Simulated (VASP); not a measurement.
# GaN (Fm-3m) in VASP: further runs

The runs below take GaN through single point, with revPBE+D4, RPBE+D4, BLYP.

Everything below comes from runs of VASP 6.6.1. Logs are shortened: lines on timing, memory, paths and dates and some standing lists are left out, and cuts for length are marked.

## Step 1: The cell of the first run

It takes space group Fm-3m (No. 225, cubic). Conventional cell: a = 4.139 Å, b = 4.139 Å, c = 4.139 Å, α = 90.00°, β = 90.00°, γ = 90.00°. Ga (site symmetry m-3m) has 6 N at 2.07 Å within 2.7 Å. Within 2.7 Å of N (site symmetry m-3m) lie 6 Ga at 2.07 Å.

## Step 2: Single point, revPBE+D4 (8.86 Å³/atom)

INCAR reads:

```
SYSTEM = GaN
PREC = Accurate ; ENCUT = 1330
EDIFF = 1E-6 ; ISMEAR = 0
SIGMA = 0.05 ; LREAL = .False.
LASPH = .True. ; NELM = 120
ALGO = Normal ; ISIF = 2
LWAVE = .False. ; LCHARG = .True.
GGA = RE ; IVDW = 13
LELF = .True. ; LVHAR = .True.
NBANDS = 16 ; GGA_COMPAT = .False.
```

KPOINTS reads:

```
Automatic mesh
0
Gamma
  10 10 10
  0 0 0
```

POSCAR reads:

```
GaN
1.0
    0.0000000000      2.0693911641      2.0693911641
    2.0693911641      0.0000000000      2.0693911641
    2.0693911641      2.0693911641      0.0000000000
Ga N
1 1
Direct
    0.5000000000      0.5000000000      0.5000000000
    0.0000000000      0.0000000000      0.0000000000
```

Potentials or basis: VASP PAW PBE potentials, release 64 (Ga_d, N_h).

Command:

```console
$ cat potpaw_PBE.64/Ga_d/POTCAR potpaw_PBE.64/N_h/POTCAR > POTCAR
$ mpirun -np 1 vasp_std > vasp.out
```

OUTCAR:

```text
SYSTEM = GaN
   PREC = Accurate
   ENCUT = 1330
   EDIFF = 1E-6
   ISMEAR = 0
   LREAL = .False.
   LASPH = .True.
   NELM = 120
   ISIF = 2
   GGA = RE
   IVDW = 13

 ion  position               nearest neighbor table
   1  0.500  0.500  0.500-   2 2.07   2 2.07   2 2.07   2 2.07   2 2.07   2 2.07
   2  0.000  0.000  0.000-   1 2.07   1 2.07   1 2.07   1 2.07   1 2.07   1 2.07

  LATTYP: Found a face centered cubic cell.
 ALAT       =     4.1387823282

  Lattice vectors:

 A1 = (   0.0000000000,   2.0693911641,   2.0693911641)
 A2 = (   2.0693911641,   0.0000000000,   2.0693911641)
 A3 = (   2.0693911641,   2.0693911641,   0.0000000000)

Analysis of symmetry for initial positions (statically):
=====================================================================
 Subroutine PRICEL returns:
 Original cell was already a primitive cell.

 Routine SETGRP: Setting up the symmetry group for a
 face centered cubic supercell.

 Subroutine GETGRP returns: Found 48 space group operations
 (whereof 48 operations were pure point group operations)
 out of a pool of 48 trial point group operations.

The static configuration has the point symmetry O_h .

Analysis of symmetry for dynamics (positions and initial velocities):
=====================================================================
 Subroutine PRICEL returns:
 Original cell was already a primitive cell.

 Routine SETGRP: Setting up the symmetry group for a
 face centered cubic supercell.

 Subroutine GETGRP returns: Found 48 space group operations
 (whereof 48 operations were pure point group operations)
 out of a pool of 48 trial point group operations.

The dynamic configuration has the point symmetry O_h .

 Subroutine INISYM returns: Found 48 space group operations
 (whereof 48 operations are pure point group operations),
 and found     1 'primitive' translations

----------------------------------------------------------------------------------------

                                     Primitive cell

  volume of cell :      17.7238

  direct lattice vectors                    reciprocal lattice vectors
     0.000000000  2.069391164  2.069391164    -0.241616959  0.241616959  0.241616959
     2.069391164  0.000000000  2.069391164     0.241616959 -0.241616959  0.241616959
     2.069391164  2.069391164  0.000000000     0.241616959  0.241616959 -0.241616959

  length of vectors
     2.926561050  2.926561050  2.926561050     0.418492849  0.418492849  0.418492849

  position of ions in fractional coordinates (direct lattice)
     0.500000000  0.500000000  0.500000000
     0.000000000  0.000000000  0.000000000

  ion indices of the primitive-cell ions
   primitive index   ion index
                 1           1
                 2           2

----------------------------------------------------------------------------------------

 KPOINTS: Automatic mesh

Automatic generation of k-mesh.
 Grid dimensions read from file:
 generate k-points for:   10   10   10

 Generating k-lattice:

  Cartesian coordinates                     Fractional coordinates (reciprocal lattice)
    -0.024161696  0.024161696  0.024161696     0.100000000  0.000000000  0.000000000
     0.024161696 -0.024161696  0.024161696     0.000000000  0.100000000  0.000000000
     0.024161696  0.024161696 -0.024161696     0.000000000  0.000000000  0.100000000

  Length of vectors
     0.041849285  0.041849285  0.041849285

  Shift w.r.t. Gamma in fractional coordinates (k-lattice)
     0.000000000  0.000000000  0.000000000

 Subroutine IBZKPT returns following result:
 ===========================================

 Found     47 irreducible k-points:

 Following reciprocal coordinates:
            Coordinates               Weight
  0.000000  0.000000  0.000000      1.000000
  0.100000  0.000000  0.000000      8.000000
  0.200000  0.000000  0.000000      8.000000
  0.300000  0.000000  0.000000      8.000000
  0.400000  0.000000  0.000000      8.000000
  0.500000  0.000000  0.000000      4.000000
[... 16 lines left out ...]
  0.300000  0.300000  0.000000      6.000000
  0.400000  0.300000  0.000000     24.000000
 [... further k-points ...]
   k-points           NKPTS =     47   k-points in BZ     NKDIM =     47   number of bands    NBANDS=     16
   number of dos      NEDOS =    301   number of ions     NIONS =      2
   total plane-waves  NPLWV =  46656
   dimension x,y,z NGX =    36 NGY =   36 NGZ =   36
   dimension x,y,z NGXF=    72 NGYF=   72 NGZF=   72
   ions per type =               1   1
   NGX,Y,Z   is equivalent  to a cutoff of  20.45, 20.45, 20.45 a.u.
   NGXF,Y,Z  is equivalent  to a cutoff of  40.90, 40.90, 40.90 a.u.
 SYSTEM =  GaN
   PREC   = accura    normal or accurate (medium, high low for compatibility)
   ISTART =      0    job   : 0-new  1-cont  2-samecut
   ICHARG =      2    charge: 1-file 2-atom 10-const
   ISPIN  =      1    spin polarized calculation?
   LNONCOLLINEAR =      F non collinear calculations
   LSORBIT =      F    spin-orbit coupling
   LASPH  =      T    aspherical Exc in radial PAW
   ENCUT  = 1330.0 eV  97.75 Ry    9.89 a.u.   8.70  8.70  8.70*2*pi/ulx,y,z
   NELM   =    120;   NELMIN=  2; NELMDL= -5     # of ELM steps
   EDIFF  = 0.1E-05   stopping-criterion for ELM
   LREAL  =      F    real-space projection
   EDIFFG = 0.1E-04   stopping-criterion for IOM
   NSW    =      0    number of steps for IOM
   IBRION =     -1    ionic relax: 0-MD 1-quasi-New 2-CG
   NFREE  =      0    steps in history (QN), initial steepest desc. (CG)
   ISIF   =      2    stress and relaxation
   ISYM   =      2    0-nonsym 1-usesym 2-fastsym
   POTIM  = 0.5000    time-step for ionic-motion
   TEBEG  =    0.0;   TEEND  =   0.0 temperature during run
   PSTRESS=    0.0 pullay stress
   NELECT =      18.0000    total number of electrons
   NUPDOWN=      -1.0000    fix difference up-down
   EMIN   =  10.00;   EMAX   =-10.00  energy-range for DOS
   EFERMI =   0.00;   METHOD = LEGACY
   ISMEAR =     0;   SIGMA  =   0.05  broadening in eV -4-tet -1-fermi 0-gaus
   EFERMI_NEDOS =   21; number of points for ismear=-14 and -15
   IALGO  =     38    algorithm
   IMIX   =      4    mixing-type and parameters
     AMIX     =   0.40;   BMIX     =  1.00
     AMIX_MAG =   1.60;   BMIX_MAG =  1.00
  volume/ion in A,a.u.               =       8.86        59.80
  Fermi-wavevector in a.u.,A,eV,Ry     =   1.645558  3.109653 36.842667  2.707860
  Thomas-Fermi vector in A             =   2.735334
   LORBIT       =      0    0 simple, 1 ext, 2 COOP (PROOUT), +10 PAW based schemes
   GGA     = RE    functional components
   LHFCALC =     F    Hartree Fock is set to
   AEXX    =    0.0000 exact exchange contribution
   IVDW    =    13    specifies the selected vdW correction
   LEPSILON=     F    determine dielectric tensor
   LRPA    =     F    only Hartree local field effects (RPA)
 non-spin polarized calculation
 Gauss-broadening in eV      SIGMA  =   0.05
  energy-cutoff  :     1330.00
  volume of cell :       17.72
 maximum number of plane-waves:      1980
   NGX = 17   NGY = 17   NGZ = 17

 number of electron      18.0000001 magnetization

 Free energy of the ion-electron system (eV)
  ---------------------------------------------------
  ext. energy  EPLUGINS =         0.00000000
  ---------------------------------------------------
  free energy    TOTEN  =       -10.32243951 eV

  energy without entropy =      -10.32243951  energy(sigma->0) =      -10.32243951

 E-fermi :   9.4184     XC(G=0): -13.3456

 val. band max:        9.1597260182   @ k =  -0.2000   0.2000   0.0000
 cond. band min:      10.2602025249   @ k =   0.5000   0.5000   0.0000
 fundamental gap:      1.1004765067
 Fermi energy:         9.4184176774

 k-point     1 :       0.0000    0.0000    0.0000
  band No.  band energies     occupation
      1      -8.7964      2.00000
      2      -4.7879      2.00000
      3      -4.7879      2.00000
      4      -4.7879      2.00000
      5      -4.6777      2.00000
      6      -4.6777      2.00000
[... 8 lines left out ...]
     15      26.0293      0.00000
     16      26.0293      0.00000

 k-point     2 :       0.1000    0.0000    0.0000
  band No.  band energies     occupation
      1      -8.5896      2.00000
      2      -4.7985      2.00000
      3      -4.7772      2.00000
      4      -4.7772      2.00000
      5      -4.6935      2.00000
      6      -4.6935      2.00000
[... 8 lines left out ...]
     15      25.8232      0.00000
     16      25.8232      0.00000

 k-point     3 :       0.2000    0.0000    0.0000
  band No.  band energies     occupation
      1      -7.9891      2.00000
      2      -4.8273      2.00000
      3      -4.8097      2.00000
      4      -4.8097      2.00000
      5      -4.6732      2.00000
      6      -4.6732      2.00000
[... 8 lines left out ...]
     15      26.7822      0.00000
     16      26.7822      0.00000

 k-point     4 :       0.3000    0.0000    0.0000
  band No.  band energies     occupation
      1      -7.0706      2.00000
      2      -4.8920      2.00000
      3      -4.8920      2.00000
      4      -4.8706      2.00000
      5      -4.6039      2.00000
      6      -4.6039      2.00000
[... 8 lines left out ...]
     15      28.6563      0.00000
     16      28.6563      0.00000
[... 324 lines left out ...]
 k-point    22 :      -0.2000    0.2000    0.0000
  band No.  band energies     occupation
      1      -6.9151      2.00000
      2      -4.9028      2.00000
      3      -4.8827      2.00000
      4      -4.8410      2.00000
      5      -4.6611      2.00000
      6      -4.3838      2.00000
[... 8 lines left out ...]
     15      28.9504      0.00000
     16      30.9785      0.00000

 k-point    23 :       0.3000    0.3000    0.0000
  band No.  band energies     occupation
      1      -7.1065      2.00000
      2      -4.9326      2.00000
      3      -4.5926      2.00000
      4      -4.5914      2.00000
      5      -4.5914      2.00000
      6      -4.3212      2.00000
[... 8 lines left out ...]
     15      33.9593      0.00000
     16      35.9918      0.00000

 k-point    24 :       0.4000    0.3000    0.0000
  band No.  band energies     occupation
      1      -6.8632      2.00000
      2      -4.9512      2.00000
      3      -4.6348      2.00000
      4      -4.5821      2.00000
      5      -4.5125      2.00000
      6      -3.6638      2.00000
[... 8 lines left out ...]
     15      34.8265      0.00000
     16      36.4772      0.00000

 [... further k-points ...]

------------------------ aborting loop because EDIFF is reached ----------------------------------------

  DFT-D4 for vdW energy calculation

  Edisp (eV):   -1.80955

  FORCE on cell =-STRESS in cart. coord.  units (eV):
  Direction    XX          YY          ZZ          XY          YZ          ZX
  --------------------------------------------------------------------------------------
  -------------------------------------------------------------------------------------
  Total       1.25671     1.25671     1.25671     0.00000     0.00000     0.00000
  in kB     113.60214   113.60214   113.60214     0.00000     0.00000     0.00000
  external pressure =      113.60 kB  Pullay stress =        0.00 kB

 VOLUME and BASIS-vectors are now :
 -----------------------------------------------------------------------------
  energy-cutoff  :     1330.00
  volume of cell :       17.72
      direct lattice vectors                 reciprocal lattice vectors
     0.000000000  2.069391164  2.069391164    -0.241616959  0.241616959  0.241616959
     2.069391164  0.000000000  2.069391164     0.241616959 -0.241616959  0.241616959
     2.069391164  2.069391164  0.000000000     0.241616959  0.241616959 -0.241616959

 POSITION                                       TOTAL-FORCE (eV/Angst)
 -----------------------------------------------------------------------------------
      2.06939      2.06939      2.06939        -0.000000      0.000000     -0.000000
      0.00000      0.00000      0.00000         0.000000     -0.000000      0.000000
 -----------------------------------------------------------------------------------
    total drift:                                0.000000      0.000000      0.000000

  FREE ENERGIE OF THE ION-ELECTRON SYSTEM (eV)
  ---------------------------------------------------
  free  energy   TOTEN  =       -12.1319928896 eV

  energy  without entropy=      -12.1319928896  energy(sigma->0) =      -12.13199289
```

Run time: 31 s. Hardware: 1 thread of AMD EPYC 9R45 (Zen 5), shared host; peak memory 0.21 GiB.

What came out:

```yaml
Free_energy: -12.1320 eV
Pressure: 11.4 GPa
Band_gap_on_the_k_mesh: 1.10 eV (least direct gap 3.58 eV)
Dispersion_energy_per_atom: -0.905 eV
```

Levels at points of the mesh, in eV from the valence-band top:
```csv
k point,band 6,band 7,band 8,band 9,band 10,band 11,band 12,band 13
"(0.00, 0.00, 0.00)",-13.84,-0.55,-0.55,-0.55,3.03,15.12,15.12,15.12
"(0.50, 0.00, 0.00)",-13.68,-8.53,-0.14,-0.14,5.02,9.54,9.54,10.38
"(0.50, 0.50, 0.00)",-10.85,-7.59,-3.25,-3.25,1.10,7.93,12.66,15.45
```

Caveat: the cell stands under pressure; the PAW data sets were made with another functional, which shifts forces and pressure a little.

## Step 3: Single point, RPBE+D4 (8.86 Å³/atom)

INCAR reads:

```
ALGO = Normal ; EDIFF = 1E-6
ENCUT = 1330 ; GGA = RP
GGA_COMPAT = F ; ISIF = 2
ISMEAR = 0 ; IVDW = 13
LASPH = T ; LCHARG = F
LREAL = F ; LWAVE = F
NBANDS = 16 ; NELM = 120
PREC = Accurate ; SIGMA = 0.05
```

KPOINTS reads:

```
k-points
0
Gamma
  10 10 10
```

POSCAR reads:

```
GaN
1.0
    0.0000000000      2.0692100263      2.0692100263
    2.0692100263      0.0000000000      2.0692100263
    2.0692100263      2.0692100263      0.0000000000
Ga N
1 1
Direct
    0.5000000000      0.5000000000      0.5000000000
    0.0000000000      0.0000000000      0.0000000000
```

Potentials or basis: VASP PAW PBE potentials, release 64 (Ga_d, N_h).

Command:

```console
$ cat potpaw_PBE.64/Ga_d/POTCAR potpaw_PBE.64/N_h/POTCAR > POTCAR
$ mpirun -np 1 vasp_std > vasp.out
```

Wall time 46 s (1 thread of Intel Xeon Platinum 8375C at 2.90GHz (Ice Lake), shared host); peak memory 0.24 GiB.

Results (log left out):

```
Free energy                : -12.1944 eV
Pressure                   : 11.4 GPa
Band gap on the k mesh     : 1.13 eV (least direct gap 3.59 eV)
Dispersion energy per atom : -1.013 eV
```

Levels at points of the mesh, in eV from the valence-band top:
| k point | band 7 | band 8 | band 9 | band 10 | band 11 | band 12 |
| --- | --- | --- | --- | --- | --- | --- |
| (0.00, 0.00, 0.00) | -0.55 | -0.55 | -0.55 | 3.04 | 15.12 | 15.12 |
| (0.50, 0.00, 0.00) | -8.53 | -0.14 | -0.14 | 5.02 | 9.57 | 9.57 |
| (0.50, 0.50, 0.00) | -7.59 | -3.25 | -3.25 | 1.13 | 7.93 | 12.69 |

Caveat: the cell stands under pressure; the dispersion term is far too large for a dense solid, which distorts pressure and volume; the PAW data sets were made with another functional, which shifts forces and pressure a little.

(Part 1 of 2 ends here.)
